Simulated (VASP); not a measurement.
# SiO2 (rutile type) (P4_2/mnm) in VASP: further runs

SiO2 (rutile type) is run at these levels: PBE; tasks: single point.

Program: VASP 6.6.1. These are calculated values, not measurements. Logs are shortened: lines on timing, memory, paths and dates and some standing lists are left out, and cuts for length are marked.

## (1) The cell of the first run

The structure is tetragonal, space group P4_2/mnm (No. 136). The conventional cell has a = 3.897 Å, b = 3.897 Å, c = 2.543 Å, α = 90.00°, β = 90.00°, γ = 90.00°. Within 2.2 Å of Si (site symmetry mmm) lie 6 O at 1.66 to 1.68 Å. O (site symmetry m2m) has 3 Si at 1.66 to 1.68 Å and 1 O at 2.19 Å within 2.2 Å.

## (2) Single point, PBE (volume scaled by 0.8)

Contents of INCAR:

```
SYSTEM = SiO2
PREC     = Accurate       ! precision mode
ENCUT    = 520            ! plane-wave cutoff, eV
EDIFF    = 1E-6           ! SCF threshold, eV
ISMEAR   = -1             ! smearing method
SIGMA    = 0.1            ! smearing width, eV
LREAL    = .FALSE.        ! projectors in reciprocal space
LASPH    = .TRUE.         ! aspherical terms in the spheres
NELM     = 60             ! most SCF steps
ALGO     = Normal         ! electronic algorithm
ISIF     = 2              ! what is computed and relaxed
LWAVE    = .FALSE.        ! write WAVECAR
LCHARG   = .FALSE.        ! write CHGCAR
GGA      = PE             ! functional
NBANDS   = 25             ! bands
```

Contents of KPOINTS:

```
regular mesh
0
G
  7 7 10
  0 0 0
```

Contents of POSCAR:

```
SiO2
1.0
    3.8971974887      0.0000000000      0.0000000000
    0.0000000000      3.8971974887      0.0000000000
    0.0000000000      0.0000000000      2.5431771890
Si O
2 4
Direct
    0.0000000000      0.0000000000      0.0000000000
    0.5000000000      0.5000000000      0.5000000000
    0.3010227828      0.3010227828      0.0000000000
    0.6989772172      0.6989772172      0.0000000000
    0.8010227828      0.1989772172      0.5000000000
    0.1989772172      0.8010227828      0.5000000000
```

Potentials or basis: VASP PAW PBE potentials, release 64 (Si, O).

Run with:

```
cat potpaw_PBE.64/Si/POTCAR potpaw_PBE.64/O/POTCAR > POTCAR
mpirun -np 1 vasp_std > vasp.out
```

OUTCAR:

```text
SYSTEM = SiO2
   PREC = Accurate
   ENCUT = 520
   EDIFF = 1E-6
   ISMEAR = -1
   LREAL = .FALSE.
   LASPH = .TRUE.
   NELM = 60
   ISIF = 2
   GGA = PE

 ion  position               nearest neighbor table
   1  0.000  0.000  0.000-   3 1.66   4 1.66   5 1.68   6 1.68   5 1.68   6 1.68   2 3.03   2 3.03
                             2 3.03   2 3.03   2 3.03   2 3.03   2 3.03   2 3.03
   2  0.500  0.500  0.500-   5 1.66   6 1.66   3 1.68   4 1.68   3 1.68   4 1.68   1 3.03   1 3.03
                             1 3.03   1 3.03   1 3.03   1 3.03   1 3.03   1 3.03
   3  0.301  0.301  0.000-   1 1.66   2 1.68   2 1.68
   4  0.699  0.699  0.000-   1 1.66   2 1.68   2 1.68
   5  0.801  0.199  0.500-   2 1.66   1 1.68   1 1.68
   6  0.199  0.801  0.500-   2 1.66   1 1.68   1 1.68

  LATTYP: Found a simple tetragonal cell.
 ALAT       =     3.8971974887
 C/A-ratio  =     0.6525656440

  Lattice vectors:

 A1 = (   3.8971974887,   0.0000000000,   0.0000000000)
 A2 = (   0.0000000000,   3.8971974887,   0.0000000000)
 A3 = (   0.0000000000,   0.0000000000,   2.5431771890)

Analysis of symmetry for initial positions (statically):
=====================================================================
 Subroutine PRICEL returns:
 Original cell was already a primitive cell.

 Routine SETGRP: Setting up the symmetry group for a
 simple tetragonal supercell.

 Subroutine GETGRP returns: Found 16 space group operations
 (whereof  8 operations were pure point group operations)
 out of a pool of 16 trial point group operations.

The static configuration has the point symmetry D_2h.
 The point group associated with its full space group is D_4h.

Analysis of symmetry for dynamics (positions and initial velocities):
=====================================================================
 Subroutine PRICEL returns:
 Original cell was already a primitive cell.

 Routine SETGRP: Setting up the symmetry group for a
 simple tetragonal supercell.

 Subroutine GETGRP returns: Found 16 space group operations
 (whereof  8 operations were pure point group operations)
 out of a pool of 16 trial point group operations.

The dynamic configuration has the point symmetry D_2h.
 The point group associated with its full space group is D_4h.

 Subroutine INISYM returns: Found 16 space group operations
 (whereof  8 operations are pure point group operations),
 and found     1 'primitive' translations

----------------------------------------------------------------------------------------

                                     Primitive cell

  volume of cell :      38.6262

  direct lattice vectors                    reciprocal lattice vectors
     3.897197489  0.000000000  0.000000000     0.256594643  0.000000000  0.000000000
     0.000000000  3.897197489  0.000000000     0.000000000  0.256594643  0.000000000
     0.000000000  0.000000000  2.543177189     0.000000000  0.000000000  0.393208937

  length of vectors
     3.897197489  3.897197489  2.543177189     0.256594643  0.256594643  0.393208937

  position of ions in fractional coordinates (direct lattice)
     0.000000000  0.000000000  0.000000000
     0.500000000  0.500000000  0.500000000
     0.301022783  0.301022783  0.000000000
     0.698977217  0.698977217  0.000000000
     0.801022783  0.198977217  0.500000000
     0.198977217  0.801022783  0.500000000

  ion indices of the primitive-cell ions
   primitive index   ion index
                 1           1
                 2           2
                 3           3
                 4           4
                 5           5
                 6           6

----------------------------------------------------------------------------------------

 KPOINTS: regular mesh

Automatic generation of k-mesh.
 Grid dimensions read from file:
 generate k-points for:    7    7   10

 Generating k-lattice:

  Cartesian coordinates                     Fractional coordinates (reciprocal lattice)
     0.036656378  0.000000000  0.000000000     0.142857143  0.000000000  0.000000000
     0.000000000  0.036656378  0.000000000     0.000000000  0.142857143  0.000000000
     0.000000000  0.000000000  0.039320894     0.000000000  0.000000000  0.100000000

  Length of vectors
     0.036656378  0.036656378  0.039320894

  Shift w.r.t. Gamma in fractional coordinates (k-lattice)
     0.000000000  0.000000000  0.000000000

 Subroutine IBZKPT returns following result:
 ===========================================

 Found     60 irreducible k-points:

 Following reciprocal coordinates:
            Coordinates               Weight
  0.000000  0.000000  0.000000      1.000000
  0.142857  0.000000  0.000000      4.000000
  0.285714  0.000000  0.000000      4.000000
  0.428571  0.000000  0.000000      4.000000
  0.142857  0.142857  0.000000      4.000000
  0.285714  0.142857  0.000000      8.000000
[... 16 lines left out ...]
  0.285714  0.000000  0.200000      8.000000
  0.428571  0.000000  0.200000      8.000000
 [... further k-points ...]
   k-points           NKPTS =     60   k-points in BZ     NKDIM =     60   number of bands    NBANDS=     25
   number of dos      NEDOS =    301   number of ions     NIONS =      6
   total plane-waves  NPLWV =  18000
   dimension x,y,z NGX =    30 NGY =   30 NGZ =   20
   dimension x,y,z NGXF=    60 NGYF=   60 NGZF=   40
   ions per type =               2   4
   NGX,Y,Z   is equivalent  to a cutoff of  12.80, 12.80, 13.07 a.u.
   NGXF,Y,Z  is equivalent  to a cutoff of  25.59, 25.59, 26.15 a.u.
 SYSTEM =  SiO2
   PREC   = accura    normal or accurate (medium, high low for compatibility)
   ISTART =      0    job   : 0-new  1-cont  2-samecut
   ICHARG =      2    charge: 1-file 2-atom 10-const
   ISPIN  =      1    spin polarized calculation?
   LNONCOLLINEAR =      F non collinear calculations
   LSORBIT =      F    spin-orbit coupling
   LASPH  =      T    aspherical Exc in radial PAW
   ENCUT  =  520.0 eV  38.22 Ry    6.18 a.u.   7.25  7.25  4.73*2*pi/ulx,y,z
   NELM   =     60;   NELMIN=  2; NELMDL= -5     # of ELM steps
   EDIFF  = 0.1E-05   stopping-criterion for ELM
   LREAL  =      F    real-space projection
   EDIFFG = 0.1E-04   stopping-criterion for IOM
   NSW    =      0    number of steps for IOM
   IBRION =     -1    ionic relax: 0-MD 1-quasi-New 2-CG
   NFREE  =      0    steps in history (QN), initial steepest desc. (CG)
   ISIF   =      2    stress and relaxation
   ISYM   =      2    0-nonsym 1-usesym 2-fastsym
   POTIM  = 0.5000    time-step for ionic-motion
   TEBEG  =    0.0;   TEEND  =   0.0 temperature during run
   PSTRESS=    0.0 pullay stress
   NELECT =      32.0000    total number of electrons
   NUPDOWN=      -1.0000    fix difference up-down
   EMIN   =  10.00;   EMAX   =-10.00  energy-range for DOS
   EFERMI =   0.00;   METHOD = LEGACY
   ISMEAR =    -1;   SIGMA  =   0.10  broadening in eV -4-tet -1-fermi 0-gaus
   EFERMI_NEDOS =   21; number of points for ismear=-14 and -15
   IALGO  =     38    algorithm
   IMIX   =      4    mixing-type and parameters
     AMIX     =   0.40;   BMIX     =  1.00
     AMIX_MAG =   1.60;   BMIX_MAG =  1.00
  volume/ion in A,a.u.               =       6.44        43.44
  Fermi-wavevector in a.u.,A,eV,Ry     =   1.537556  2.905560 32.165250  2.364079
  Thomas-Fermi vector in A             =   2.644048
   LORBIT       =      0    0 simple, 1 ext, 2 COOP (PROOUT), +10 PAW based schemes
   GGA     = PE    functional components
   LHFCALC =     F    Hartree Fock is set to
   AEXX    =    0.0000 exact exchange contribution
   IVDW    =     0    specifies the selected vdW correction
   LEPSILON=     F    determine dielectric tensor
   LRPA    =     F    only Hartree local field effects (RPA)
 non-spin polarized calculation
  energy-cutoff  :      520.00
  volume of cell :       38.63
 maximum number of plane-waves:      1052
 NGX is ok and might be reduce to    30
   NGX = 15   NGY = 15   NGZ =  9

 number of electron      32.0000018 magnetization

 Free energy of the ion-electron system (eV)
  ---------------------------------------------------
  ext. energy  EPLUGINS =         0.00000000
  ---------------------------------------------------
  free energy    TOTEN  =       -43.83345557 eV

  energy without entropy =      -43.83345557  energy(sigma->0) =      -43.83345557

 E-fermi :  13.0470     XC(G=0): -13.2917

 val. band max:       11.1321561470   @ k =   0.0000   0.0000   0.0000
 cond. band min:      18.1161316414   @ k =   0.0000   0.0000   0.0000
 fundamental gap:      6.9839754944
 Fermi energy:        13.0469685019

 k-point     1 :       0.0000    0.0000    0.0000
  band No.  band energies     occupation
      1     -13.5826      2.00000
      2      -8.9559      2.00000
      3      -8.9559      2.00000
      4      -8.2542      2.00000
      5      -1.2962      2.00000
      6       3.0018      2.00000
[... 17 lines left out ...]
     24      28.8620      0.00000
     25      29.0012      0.00000

 k-point     2 :       0.1429    0.0000    0.0000
  band No.  band energies     occupation
      1     -13.4474      2.00000
      2      -9.5760      2.00000
      3      -8.8777      2.00000
      4      -7.9597      2.00000
      5      -1.1458      2.00000
      6       2.9308      2.00000
[... 17 lines left out ...]
     24      27.8971      0.00000
     25      29.1420      0.00000

 k-point     3 :       0.2857    0.0000    0.0000
  band No.  band energies     occupation
      1     -13.0483      2.00000
      2     -10.5691      2.00000
      3      -8.6574      2.00000
      4      -7.8420      2.00000
      5      -0.7198      2.00000
      6       1.8610      2.00000
[... 552 lines left out ...]
 k-point    23 :       0.2857    0.0000    0.2000
  band No.  band energies     occupation
      1     -12.4464      2.00000
      2     -10.1314      2.00000
      3      -8.4076      2.00000
      4      -7.8724      2.00000
      5      -0.2753      2.00000
      6       2.1606      2.00000
[... 17 lines left out ...]
     24      26.0657      0.00000
     25      26.4166      0.00000

 k-point    24 :       0.4286    0.0000    0.2000
  band No.  band energies     occupation
      1     -11.8354      2.00000
      2     -11.0386      2.00000
      3      -8.1782      2.00000
      4      -7.9656      2.00000
      5       0.4420      2.00000
      6       1.2446      2.00000
[... 17 lines left out ...]
     24      24.8821      0.00000
     25      26.4230      0.00000

 [... further k-points ...]

------------------------ aborting loop because EDIFF is reached ----------------------------------------

  FORCE on cell =-STRESS in cart. coord.  units (eV):
  Direction    XX          YY          ZZ          XY          YZ          ZX
  --------------------------------------------------------------------------------------
  -------------------------------------------------------------------------------------
  Total       24.1566276     24.1566276     24.3301834      0.0000000      0.0000000      0.0000000
  in kB     1001.9947319   1001.9947319   1009.1936676      0.0000000      0.0000000      0.0000000
  external PRESSURE =    1004.3943771 kB  Pullay stress =       0.0000000 kB

 VOLUME and BASIS-vectors are now :
 -----------------------------------------------------------------------------
  energy-cutoff  :      520.00
  volume of cell :       38.63
      direct lattice vectors                 reciprocal lattice vectors
     3.897197489  0.000000000  0.000000000     0.256594643  0.000000000  0.000000000
     0.000000000  3.897197489  0.000000000     0.000000000  0.256594643  0.000000000
     0.000000000  0.000000000  2.543177189     0.000000000  0.000000000  0.393208937

 POSITION                                       TOTAL-FORCE (eV/Angst)
 -----------------------------------------------------------------------------------
      0.00000      0.00000      0.00000        -0.000000     -0.000000     -0.000000
      1.94860      1.94860      1.27159        -0.000000     -0.000000     -0.000000
      1.17315      1.17315      0.00000        -0.005569     -0.005569     -0.000000
      2.72405      2.72405      0.00000         0.005569      0.005569      0.000000
      3.12174      0.77545      1.27159        -0.005569      0.005569      0.000000
      0.77545      3.12174      1.27159         0.005569     -0.005569     -0.000000
 -----------------------------------------------------------------------------------
    total drift:                               -0.000000      0.000000     -0.000000

  FREE ENERGIE OF THE ION-ELECTRON SYSTEM (eV)
  ---------------------------------------------------
  free  energy   TOTEN  =       -43.8334555683 eV

  energy  without entropy=      -43.8334555682  energy(sigma->0) =      -43.83345557
```

Run time: 19 s. Hardware: 1 thread of Intel Xeon 6975P-C (Granite Rapids), shared host; peak memory 0.16 GiB.

What came out:

```
Free energy            : -43.8335 eV
Pressure               : 100.4 GPa
Largest force          : 0.008 eV/Å
Band gap on the k mesh : 6.98 eV, direct
```

Forces in eV/Å, atoms in the order of the input:
```
Si   0.000  0.000  0.000
Si   0.000  0.000  0.000
O   -0.006 -0.006  0.000
O    0.006  0.006  0.000
O   -0.006  0.006  0.000
O    0.006 -0.006  0.000
```

 A k mesh can miss the band edges.

(Continued in part 2 of 2.)
